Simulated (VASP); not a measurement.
Wanted: the native input for a VASP 6.6.1 run.

```yaml
Task: single point
Functional: PBEsol
Potentials_or_basis: VASP PAW PBE potentials, release 64 (In_d, P)
Cutoff: 520 eV
k_mesh: 8 × 8 × 8
Occupations: fermi-dirac, width 0.05 eV
Spin: no spin polarisation
Dipole_correction: no
Further_INCAR_settings: ALGO = Normal; EDIFF = 1e-06; NBANDS = 16
```

The structure of InP lies in POSCAR:

```
InP
1.0
    0.0000000000      2.7558856201      2.7558856201
    2.7558856201      0.0000000000      2.7558856201
    2.7558856201      2.7558856201      0.0000000000
In P
1 1
Direct
    0.0000000000      0.0000000000      0.0000000000
    0.7500000000      0.7500000000      0.7500000000
```

These files were run (other wordings do the same):

INCAR

```
SYSTEM = InP
  PREC = Accurate
  ENCUT = 520
  EDIFF = 1E-6
  ISMEAR = -1
  SIGMA = 0.05
  LREAL = .False.
  LASPH = .True.
  NELM = 100
  ALGO = Normal
  ISIF = 2
  LWAVE = .False.
  LCHARG = .False.
  GGA = PS
  NBANDS = 16
```

KPOINTS

```
regular mesh
0
Gamma
  8 8 8
  0 0 0
```

Potentials or basis: VASP PAW PBE potentials, release 64 (In_d, P).

Launch:

```sh
$ cat potpaw_PBE.64/In_d/POTCAR potpaw_PBE.64/P/POTCAR > POTCAR
$ mpirun -np 1 vasp_std > vasp.out
```

It gave:

```yaml
Pressure: 19.9 GPa
Band_gap_on_the_k_mesh: 1.26 eV, indirect (least direct gap 1.57 eV)
```

Caveat: the PAW data sets were made with another functional, which shifts forces and pressure a little; spin-orbit coupling is left out, which moves the levels of the heavy elements.

Run time: 34 s on 1 thread of AMD EPYC 7R43 64-Core Processor (Zen 3), on a shared host, peak memory 0.13 GiB.
